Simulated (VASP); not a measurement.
# HgTe (R3m) in VASP: further runs, part 2 of 2

VASP 6.6.1.

### Step 3. Single point, r2SCAN

Contents of POSCAR:

```
HgTe
1.0
    0.0000000000      3.2235000000      3.2235000000
    3.2235000000      0.0000000000      3.2235000000
    3.2235000000      3.2235000000      0.0000000000
Hg Te
1 1
Direct
    0.0067164992      0.0067164992      0.0067164992
    0.7500000000      0.7500000000      0.7500000000
```

Contents of INCAR.step1:

```
ALGO = Normal
EDIFF = 1E-4
ENCUT = 520
GGA = PE
ISMEAR = 0
LASPH = T
LCHARG = F
LREAL = F
LWAVE = T
NBANDS = 16
NELM = 100
PREC = Accurate
SIGMA = 0.15
```

Contents of INCAR.step2:

```
ALGO = Normal
EDIFF = 1E-7
ENCUT = 520
ISIF = 2
ISMEAR = 0
ISTART = 1
LASPH = T
LCHARG = F
LMIXTAU = T
LREAL = F
LWAVE = F
METAGGA = R2SCAN
NBANDS = 16
NELM = 100
PREC = Accurate
SIGMA = 0.15
```

Contents of KPOINTS:

```
k-points
0
Gamma
  14 14 14
```

Potentials or basis: VASP PAW PBE potentials, release 64 (Hg, Te).

Started as:

```sh
$ cat potpaw_PBE.64/Hg/POTCAR potpaw_PBE.64/Te/POTCAR > POTCAR
$ cp INCAR.step1 INCAR
$ mpirun -np 1 vasp_std > vasp.out
$ cp INCAR.step2 INCAR
$ mpirun -np 1 vasp_std > vasp.out
```

OUTCAR:

```text
EDIFF = 1E-7
   ENCUT = 520
   ISIF = 2
   ISMEAR = 0
   ISTART = 1
   LASPH = T
   LREAL = F
   METAGGA = R2SCAN
   NELM = 100
   PREC = Accurate

 ion  position               nearest neighbor table
   1  0.007  0.007  0.007-   2 2.77   2 2.77   2 2.77   2 2.87
   2  0.750  0.750  0.750-   1 2.77   1 2.77   1 2.77   1 2.87

  LATTYP: Found a face centered cubic cell.
 ALAT       =     6.4470000000

  Lattice vectors:

 A1 = (   0.0000000000,   3.2235000000,   3.2235000000)
 A2 = (   3.2235000000,   0.0000000000,   3.2235000000)
 A3 = (   3.2235000000,   3.2235000000,   0.0000000000)
[... 625 lines left out ...]
      4      -4.5399      2.00000
      5      -4.1699      2.00000
      6      -4.1545      2.00000
[... 8 lines left out ...]
     15      11.7796      0.00000
     16      12.3981      0.00000

 [... further k-points ...]
[... 5 lines left out ...]
  --------------------------------------------------------------------------------------
  -------------------------------------------------------------------------------------
  Total        1.1972162      1.1972162      1.1972162     -0.2386357     -0.2386357     -0.2386357
  in kB       28.6332168     28.6332168     28.6332168     -5.7073288     -5.7073288     -5.7073288
  external PRESSURE =      28.6332168 kB  Pullay stress =       0.0000000 kB

 VOLUME and BASIS-vectors are now :
 -----------------------------------------------------------------------------
  energy-cutoff  :      520.00
  volume of cell :       66.99
      direct lattice vectors                 reciprocal lattice vectors
     0.000000000  3.223500000  3.223500000    -0.155110904  0.155110904  0.155110904
     3.223500000  0.000000000  3.223500000     0.155110904 -0.155110904  0.155110904
     3.223500000  3.223500000  0.000000000     0.155110904  0.155110904 -0.155110904

 POSITION                                       TOTAL-FORCE (eV/Angst)
 -----------------------------------------------------------------------------------
      0.04330      0.04330      0.04330        -0.142253     -0.142253     -0.142253
      4.83525      4.83525      4.83525         0.142253      0.142253      0.142253
 -----------------------------------------------------------------------------------
    total drift:                                0.000026      0.000026      0.000026

  FREE ENERGIE OF THE ION-ELECTRON SYSTEM (eV)
  ---------------------------------------------------
  free  energy   TOTEN  =       -75.1208061374 eV

  energy  without entropy=      -75.1206402489  energy(sigma->0) =      -75.12072319
```

Wall time 27 min (1 thread of Oxide Virtual Turin-like, shared host); peak memory 0.43 GiB.

Results:

```
Free energy            : -75.1208 eV
Pressure               : 2.9 GPa
Largest force          : 0.246 eV/Å
Band gap on the k mesh : 0.06 eV
```

Forces in eV/Å, atoms in the order of the input:
```
Hg  -0.142 -0.142 -0.142
Te   0.142  0.142  0.142
```

Levels at points of the mesh, in eV from the valence-band top:
| k point | band 7 | band 8 | band 9 | band 10 | band 11 | band 12 |
| --- | --- | --- | --- | --- | --- | --- |
| (0.00, 0.00, 0.00) | -0.39 | 0.00 | 0.00 | 0.06 | 4.52 | 4.60 |
| (0.50, 0.00, 0.00) | -5.75 | -1.14 | -0.94 | 1.04 | 5.22 | 5.59 |
| (0.50, 0.50, 0.50) | -5.50 | -0.96 | -0.96 | 0.81 | 5.32 | 5.32 |
| (0.50, 0.50, 0.00) | -5.61 | -2.38 | -2.36 | 2.09 | 2.74 | 8.77 |

Caveat: the cell differs from its parent crystal (all Hg atoms moved -0.075 Å, as atom 1 towards its neighbour atom 2 (Te) at 2.792 Å); the smearing spreads over this small gap; the PAW data sets were made with another functional, which shifts forces and pressure a little; spin-orbit coupling is left out, which moves the levels of the heavy elements. A k mesh can miss the band edges.
